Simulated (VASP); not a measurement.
# Sr2CuSO2 in VASP: notebook

Runs on Sr2CuSO2. Level: PBE. Tasks: single point.

All numbers are computed with VASP 6.6.1; they aren't measurements. Logs are shortened: lines on timing, memory, paths and dates and some standing lists are left out, and cuts for length are marked.

## (1) The cell of the first run

The typed cell holds 6 atoms: a = 3.902 Å, b = 3.902 Å, c = 6.881 Å, α = 90.00°, β = 90.00°, γ = 90.00°.

## (2) Single point, PBE (atoms moved at random)

Contents of INCAR:

```
SYSTEM = Sr2CuSO2
PREC     = Accurate       ! precision mode
ENCUT    = 820            ! plane-wave cutoff, eV
EDIFF    = 1E-6           ! SCF threshold, eV
ISMEAR   = -1             ! smearing method
SIGMA    = 0.05           ! smearing width, eV
LREAL    = .False.        ! projectors in reciprocal space
LASPH    = .True.         ! aspherical terms in the spheres
NELM     = 120            ! most SCF steps
ALGO     = Normal         ! electronic algorithm
ISIF     = 2              ! what is computed and relaxed
LWAVE    = .False.        ! write WAVECAR
LCHARG   = .False.        ! write CHGCAR
GGA      = PE             ! functional
NBANDS   = 38             ! bands
GGA_COMPAT= .False.
```

Contents of KPOINTS:

```
Automatic mesh
0
Gamma
  7 7 4
  0 0 0
```

Contents of POSCAR:

```
Sr2CuSO2
1.0
    3.9023430000      0.0000000000      0.0000000000
    0.0000000000      3.9023430000      0.0000000000
    0.0000000000      0.0000000000      6.8812800000
Sr Cu S O
2 1 1 2
Direct
    0.0005330000      0.0006860000      0.7436110000
   -0.0005620000     -0.0049180000      0.2428590000
    0.4888360000      0.5063220000     -0.0036160000
    0.5091690000      0.4895400000      0.5033420000
    0.4971710000     -0.0007140000      0.0057550000
   -0.0032250000      0.4983540000     -0.0044160000
```

Potentials or basis: VASP PAW PBE potentials, release 64 (Sr_sv, Cu_sv_GW, S, O).

The run is started by

```sh
$ cat potpaw_PBE.64/Sr_sv/POTCAR potpaw_PBE.64/Cu_sv_GW/POTCAR potpaw_PBE.64/S/POTCAR potpaw_PBE.64/O/POTCAR > POTCAR
$ mpirun -np 1 vasp_std > vasp.out
```

OUTCAR:

```text
SYSTEM = Sr2CuSO2
   PREC = Accurate
   ENCUT = 820
   EDIFF = 1E-6
   ISMEAR = -1
   LREAL = .False.
   LASPH = .True.
   NELM = 120
   ISIF = 2
   GGA = PE

 ion  position               nearest neighbor table
   1  0.001  0.001  0.744-   6 2.60   6 2.62   5 2.65   5 2.67   4 3.17   4 3.21   3 3.22   4 3.22
                             3 3.25   4 3.26   3 3.28   3 3.30   2 3.44   2 3.45
   2  0.999  0.995  0.243-   5 2.54   5 2.55   6 2.58   6 2.60   3 3.19   3 3.24   3 3.24   4 3.26
                             4 3.28   3 3.29   4 3.30   4 3.33   1 3.44   1 3.45
   3  0.489  0.506  0.996-   6 1.92   5 1.93   5 1.98   6 1.98   2 3.19   1 3.22   2 3.24   2 3.24
                             1 3.25   1 3.28   2 3.29   1 3.30
   4  0.509  0.490  0.503-   1 3.17   1 3.21   1 3.22   2 3.26   1 3.26   2 3.28   2 3.30   2 3.33

   5  0.497  0.999  0.006-   3 1.93   3 1.98   2 2.54   2 2.55   1 2.65   1 2.67
   6  0.997  0.498  0.996-   3 1.92   3 1.98   2 2.58   2 2.60   1 2.60   1 2.62

  LATTYP: Found a simple tetragonal cell.
 ALAT       =     3.9023430000
 C/A-ratio  =     1.7633713900

  Lattice vectors:

 A1 = (   3.9023430000,   0.0000000000,   0.0000000000)
 A2 = (   0.0000000000,   3.9023430000,   0.0000000000)
 A3 = (   0.0000000000,   0.0000000000,   6.8812800000)

Analysis of symmetry for initial positions (statically):
=====================================================================
 Subroutine PRICEL returns:
 Original cell was already a primitive cell.

 Routine SETGRP: Setting up the symmetry group for a
 simple tetragonal supercell.

 Subroutine GETGRP returns: Found  1 space group operations
 (whereof  1 operations were pure point group operations)
 out of a pool of 16 trial point group operations.

The static configuration has the point symmetry C_1 .

Analysis of symmetry for dynamics (positions and initial velocities):
=====================================================================
 Subroutine PRICEL returns:
 Original cell was already a primitive cell.

 Routine SETGRP: Setting up the symmetry group for a
 simple tetragonal supercell.

 Subroutine GETGRP returns: Found  1 space group operations
 (whereof  1 operations were pure point group operations)
 out of a pool of 16 trial point group operations.

The dynamic configuration has the point symmetry C_1 .

 Subroutine INISYM returns: Found  1 space group operations
 (whereof  1 operations are pure point group operations),
 and found     1 'primitive' translations

----------------------------------------------------------------------------------------

                                     Primitive cell

  volume of cell :     104.7901

  direct lattice vectors                    reciprocal lattice vectors
     3.902343000  0.000000000  0.000000000     0.256256306  0.000000000  0.000000000
     0.000000000  3.902343000  0.000000000     0.000000000  0.256256306  0.000000000
     0.000000000  0.000000000  6.881280000     0.000000000  0.000000000  0.145321801

  length of vectors
     3.902343000  3.902343000  6.881280000     0.256256306  0.256256306  0.145321801

  position of ions in fractional coordinates (direct lattice)
     0.000533000  0.000686000  0.743611000
     0.999438000  0.995082000  0.242859000
     0.488836000  0.506322000  0.996384000
     0.509169000  0.489540000  0.503342000
     0.497171000  0.999286000  0.005755000
     0.996775000  0.498354000  0.995584000

  ion indices of the primitive-cell ions
   primitive index   ion index
                 1           1
                 2           2
                 3           3
                 4           4
                 5           5
                 6           6

----------------------------------------------------------------------------------------

 KPOINTS: Automatic mesh

Automatic generation of k-mesh.
 Grid dimensions read from file:
 generate k-points for:    7    7    4

 Generating k-lattice:

  Cartesian coordinates                     Fractional coordinates (reciprocal lattice)
     0.036608044  0.000000000  0.000000000     0.142857143  0.000000000  0.000000000
     0.000000000  0.036608044  0.000000000     0.000000000  0.142857143  0.000000000
     0.000000000  0.000000000  0.036330450     0.000000000  0.000000000  0.250000000

  Length of vectors
     0.036608044  0.036608044  0.036330450

  Shift w.r.t. Gamma in fractional coordinates (k-lattice)
     0.000000000  0.000000000  0.000000000

 Subroutine IBZKPT returns following result:
 ===========================================

 Found     99 irreducible k-points:

 Following reciprocal coordinates:
            Coordinates               Weight
  0.000000  0.000000  0.000000      1.000000
  0.142857  0.000000  0.000000      2.000000
  0.000000  0.142857  0.000000      2.000000
  0.285714  0.000000  0.000000      2.000000
  0.000000  0.285714  0.000000      2.000000
  0.428571  0.000000  0.000000      2.000000
[... 16 lines left out ...]
  0.285714  0.428571  0.000000      2.000000
  0.428571  0.428571  0.000000      2.000000
 [... further k-points ...]
   k-points           NKPTS =     99   k-points in BZ     NKDIM =     99   number of bands    NBANDS=     38
   number of dos      NEDOS =    301   number of ions     NIONS =      6
   total plane-waves  NPLWV =  82944
   dimension x,y,z NGX =    36 NGY =   36 NGZ =   64
   dimension x,y,z NGXF=    72 NGYF=   72 NGZF=  128
   ions per type =               2   1   1   2
   NGX,Y,Z   is equivalent  to a cutoff of  15.34, 15.34, 15.46 a.u.
   NGXF,Y,Z  is equivalent  to a cutoff of  30.67, 30.67, 30.92 a.u.
 SYSTEM =  Sr2CuSO2
   PREC   = accura    normal or accurate (medium, high low for compatibility)
   ISTART =      0    job   : 0-new  1-cont  2-samecut
   ICHARG =      2    charge: 1-file 2-atom 10-const
   ISPIN  =      1    spin polarized calculation?
   LNONCOLLINEAR =      F non collinear calculations
   LSORBIT =      F    spin-orbit coupling
   LASPH  =      T    aspherical Exc in radial PAW
   ENCUT  =  820.0 eV  60.27 Ry    7.76 a.u.   9.11  9.11 16.07*2*pi/ulx,y,z
   NELM   =    120;   NELMIN=  2; NELMDL= -5     # of ELM steps
   EDIFF  = 0.1E-05   stopping-criterion for ELM
   LREAL  =      F    real-space projection
   EDIFFG = 0.1E-04   stopping-criterion for IOM
   NSW    =      0    number of steps for IOM
   IBRION =     -1    ionic relax: 0-MD 1-quasi-New 2-CG
   NFREE  =      0    steps in history (QN), initial steepest desc. (CG)
   ISIF   =      2    stress and relaxation
   ISYM   =      2    0-nonsym 1-usesym 2-fastsym
   POTIM  = 0.5000    time-step for ionic-motion
   TEBEG  =    0.0;   TEEND  =   0.0 temperature during run
   PSTRESS=    0.0 pullay stress
   NELECT =      57.0000    total number of electrons
   NUPDOWN=      -1.0000    fix difference up-down
   EMIN   =  10.00;   EMAX   =-10.00  energy-range for DOS
   EFERMI =   0.00;   METHOD = LEGACY
   ISMEAR =    -1;   SIGMA  =   0.05  broadening in eV -4-tet -1-fermi 0-gaus
   EFERMI_NEDOS =   21; number of points for ismear=-14 and -15
   IALGO  =     38    algorithm
   IMIX   =      4    mixing-type and parameters
     AMIX     =   0.40;   BMIX     =  1.00
     AMIX_MAG =   1.60;   BMIX_MAG =  1.00
  volume/ion in A,a.u.               =      17.47       117.86
  Fermi-wavevector in a.u.,A,eV,Ry     =   1.336369  2.525371 24.298403  1.785882
  Thomas-Fermi vector in A             =   2.465001
   LORBIT       =      0    0 simple, 1 ext, 2 COOP (PROOUT), +10 PAW based schemes
   GGA     = PE    functional components
   LHFCALC =     F    Hartree Fock is set to
   AEXX    =    0.0000 exact exchange contribution
   IVDW    =     0    specifies the selected vdW correction
   LEPSILON=     F    determine dielectric tensor
   LRPA    =     F    only Hartree local field effects (RPA)
 non-spin polarized calculation
  energy-cutoff  :      820.00
  volume of cell :      104.79
 maximum number of plane-waves:      5622
   NGX = 19   NGY = 19   NGZ = 33

 number of electron      56.9999999 magnetization

 Free energy of the ion-electron system (eV)
  ---------------------------------------------------
  ext. energy  EPLUGINS =         0.00000000
  ---------------------------------------------------
  free energy    TOTEN  =       -32.04158193 eV

  energy without entropy =      -32.02816196  energy(sigma->0) =      -32.03487195

 E-fermi :   3.4190     XC(G=0): -10.1653

 val. band max:        3.3762802985   @ k =   0.2857   0.1429   0.5000
 cond. band min:       3.4679233068   @ k =  -0.1429   0.4286   0.0000
 fundamental gap:      0.0916430083
 Fermi energy:         3.4189563441

 k-point     1 :       0.0000    0.0000    0.0000
  band No.  band energies     occupation
      1    -109.0045      2.00000
      2     -66.5169      2.00000
      3     -66.5150      2.00000
      4     -66.1089      2.00000
      5     -30.6351      2.00000
      6     -30.5148      2.00000
[... 30 lines left out ...]
     37      10.8514      0.00000
     38      10.9707      0.00000

 k-point     2 :       0.1429    0.0000    0.0000
  band No.  band energies     occupation
      1    -109.0045      2.00000
      2     -66.5169      2.00000
      3     -66.5149      2.00000
      4     -66.1089      2.00000
      5     -30.6313      2.00000
      6     -30.5113      2.00000
[... 30 lines left out ...]
     37      10.2075      0.00000
     38      11.1990      0.00000

 k-point     3 :       0.0000    0.1429    0.0000
  band No.  band energies     occupation
      1    -109.0045      2.00000
      2     -66.5169      2.00000
      3     -66.5150      2.00000
      4     -66.1089      2.00000
      5     -30.6313      2.00000
      6     -30.5114      2.00000
[... 30 lines left out ...]
     37      10.2032      0.00000
     38      11.0472      0.00000

 k-point     4 :       0.2857    0.0000    0.0000
  band No.  band energies     occupation
      1    -109.0046      2.00000
      2     -66.5171      2.00000
      3     -66.5151      2.00000
      4     -66.1090      2.00000
      5     -30.6229      2.00000
      6     -30.5035      2.00000
[... 30 lines left out ...]
     37      10.3761      0.00000
     38      10.8223      0.00000
[... 703 lines left out ...]
      4     -66.1089      2.00000
      5     -30.6043      2.00000
      6     -30.4865      2.00000
[... 30 lines left out ...]
     37      10.8451      0.00000
     38      11.4205      0.00000

 k-point    23 :       0.2857    0.4286    0.0000
  band No.  band energies     occupation
      1    -109.0046      2.00000
      2     -66.5171      2.00000
      3     -66.5153      2.00000
      4     -66.1089      2.00000
      5     -30.6042      2.00000
      6     -30.4867      2.00000
[... 30 lines left out ...]
     37      10.8449      0.00000
     38      11.4380      0.00000

 k-point    24 :       0.4286    0.4286    0.0000
  band No.  band energies     occupation
      1    -109.0046      2.00000
      2     -66.5173      2.00000
      3     -66.5153      2.00000
      4     -66.1090      2.00000
      5     -30.5977      2.00000
      6     -30.4806      2.00000
[... 30 lines left out ...]
     37      11.3813      0.00000
     38      11.6445      0.00000

 [... further k-points ...]

------------------------ aborting loop because EDIFF is reached ----------------------------------------

  FORCE on cell =-STRESS in cart. coord.  units (eV):
  Direction    XX          YY          ZZ          XY          YZ          ZX
  --------------------------------------------------------------------------------------
  -------------------------------------------------------------------------------------
  Total        0.1845059      0.0385904      0.1010802     -0.0036136      0.0959608      0.0152813
  in kB        2.8209840      0.5900241      1.5454558     -0.0552493      1.4671829      0.2336415
  external PRESSURE =       1.6521547 kB  Pullay stress =       0.0000000 kB

 VOLUME and BASIS-vectors are now :
 -----------------------------------------------------------------------------
  energy-cutoff  :      820.00
  volume of cell :      104.79
      direct lattice vectors                 reciprocal lattice vectors
     3.902343000  0.000000000  0.000000000     0.256256306  0.000000000  0.000000000
     0.000000000  3.902343000  0.000000000     0.000000000  0.256256306  0.000000000
     0.000000000  0.000000000  6.881280000     0.000000000  0.000000000  0.145321801

 POSITION                                       TOTAL-FORCE (eV/Angst)
 -----------------------------------------------------------------------------------
      0.00208      0.00268      5.11700        -0.042628     -0.005899      0.232274
      3.90015      3.88315      1.67118        -0.059381      0.060016      0.058361
      1.90761      1.97584      6.85640         0.506217     -0.434964      0.004849
      1.98695      1.91035      3.46364        -0.062200      0.056686     -0.049928
      1.94013      3.89956      0.03960        -0.019895      0.284484     -0.208683
      3.88976      1.94475      6.85089        -0.322113      0.039678     -0.036873
 -----------------------------------------------------------------------------------
    total drift:                               -0.000742      0.000743      0.000208

  FREE ENERGIE OF THE ION-ELECTRON SYSTEM (eV)
  ---------------------------------------------------
  free  energy   TOTEN  =       -32.0415819316 eV

  energy  without entropy=      -32.0281619648  energy(sigma->0) =      -32.03487195
```

Wall time 7.7 min (1 thread of AMD EPYC 9R45 (Zen 5), shared host); peak memory 0.88 GiB.

What came out:

```
Free energy            : -32.0416 eV
Pressure               : 0.2 GPa
Largest force          : 0.667 eV/Å
Band gap on the k mesh : zero (an odd number of electrons rules out a gap without spin polarisation)
```

Forces in eV/Å, atoms in the order of the input:
```
Sr  -0.043 -0.006  0.232
Sr  -0.059  0.060  0.058
Cu   0.506 -0.435  0.005
S   -0.062  0.057 -0.050
O   -0.020  0.284 -0.209
O   -0.322  0.040 -0.037
```

Caveat: the cell differs from its parent crystal (atoms moved at random); an odd number of electrons without spin polarisation forces a metal; a magnetic or distorted state may lie lower; semilocal functionals often make such compounds metallic where correlation or magnetic order opens a gap, which also shifts bond lengths.

## (3) Single point, PBE

This run uses another cell than the first one, of 17.12 Å³/atom.

Contents of INCAR:

```
PREC = Accurate
ENCUT = 820
EDIFF = 1E-6
ISMEAR = -1
SIGMA = 0.05
LREAL = F
LASPH = T
NELM = 120
ALGO = Normal
ISIF = 2
LWAVE = F
LCHARG = F
GGA = PE
NBANDS = 38
GGA_COMPAT = F
```

Contents of KPOINTS:

```
Automatic mesh
0
Gamma
  7 7 4
```

Contents of POSCAR:

```
Sr2CuSO2
1.0
    3.8761519894      0.0000000000      0.0000000000
    0.0000000000      3.8761519894      0.0000000000
    0.0000000000      0.0000000000      6.8350955212
Sr Cu S O
2 1 1 2
Direct
    0.0000000000      0.0000000000      0.7508430000
    0.0000000000      0.0000000000      0.2491570000
    0.5000000000      0.5000000000      0.0000000000
    0.5000000000      0.5000000000      0.5000000000
    0.5000000000      0.0000000000      0.0000000000
    0.0000000000      0.5000000000      0.0000000000
```

Potentials or basis: VASP PAW PBE potentials, release 64 (Sr_sv, Cu_sv_GW, S, O).

The run is started by

```sh
$ cat potpaw_PBE.64/Sr_sv/POTCAR potpaw_PBE.64/Cu_sv_GW/POTCAR potpaw_PBE.64/S/POTCAR potpaw_PBE.64/O/POTCAR > POTCAR
$ mpirun -np 1 vasp_std > vasp.out
```

Run time: 2.8 min. Hardware: 1 thread of Intel Xeon Platinum 8488C (Sapphire Rapids), shared host; peak memory 0.45 GiB.

Results (log left out):

- Free energy: -32.0558 eV
- Pressure: 1.8 GPa
- Largest force: 0.058 eV/Å
- Band gap on the k mesh: zero (an odd number of electrons rules out a gap without spin polarisation)

Forces on the atoms (eV/Å):
```
Sr   0.000  0.000 -0.058
Sr   0.000  0.000  0.058
Cu   0.000  0.000  0.000
S    0.000  0.000  0.000
O    0.000  0.000  0.000
O    0.000  0.000  0.000
```

Stress tensor (GPa, compression positive):
```
2.04 0.00 0.00
0.00 2.04 0.00
0.00 0.00 1.40
```

Levels at points of the mesh, in eV from the Fermi level:
```csv
k point,band 27,band 28,band 29,band 30,band 31,band 32
"(0.00, 0.00, 0.00)",-1.21,-0.52,-0.52,2.01,3.26,3.28
"(0.00, 0.00, 0.50)",-1.38,-0.62,-0.62,3.70,4.03,4.13
```

Caveat: an odd number of electrons without spin polarisation forces a metal; a magnetic or distorted state may lie lower; semilocal functionals often make such compounds metallic where correlation or magnetic order opens a gap, which also shifts bond lengths. With open d or f shells a metallic result of PBE can be an artefact of self-interaction; +U or a hybrid may open a gap.

[end of part 1 of 2]

The gap in the log of VASP goes by the Fermi energy; the results here count the filled bands.